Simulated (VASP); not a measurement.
The system is K.

```
K
1.0
    -2.61250    2.61250    2.61250
     2.61250   -2.61250    2.61250
     2.61250    2.61250   -2.61250
K
1
Direct
  0.00000 0.00000 0.00000
```

| Quantity | Value |
| --- | --- |
| Program | VASP 6.6.1 |
| Task | relaxation of cell and atoms |
| Functional | r2SCAN |
| Potentials or basis | VASP PAW PBE potentials, release 64 (K_sv) |
| Cutoff | 600 eV |
| k mesh | 12 × 12 × 12 |
| Occupations | gaussian, width 0.1 eV |
| Spin | no spin polarisation |

At the start: pressure 0.3 GPa; volume 71.32 Å³/atom.

**Question.** How do energy, volume and symmetry change on relaxing?

**Answer.** Over 3 steps the energy falls by 4.1 meV/atom and the volume is 76.39 Å³/atom (+7.1 %); space group Im-3m (No. 229, to 0.05 Å).

The path:
| step | energy change (eV) | largest force (eV/Å) | pressure (GPa) | volume (Å³) |
| --- | --- | --- | --- | --- |
| 1 | 0.0000 | 0.0000 | 0.27 | 71.32 |
| 2 | -0.0019 | 0.0000 | 0.20 | 72.58 |
| 3 | -0.0041 | 0.0000 | -0.01 | 76.39 |

Final structure:
```
K
1.0
    -2.67299    2.67299    2.67299
     2.67299   -2.67299    2.67299
     2.67299    2.67299   -2.67299
K
1
Direct
  0.00000 0.00000 0.00000
```

Caveat: the PAW data sets were made with another functional, which shifts forces and pressure a little.
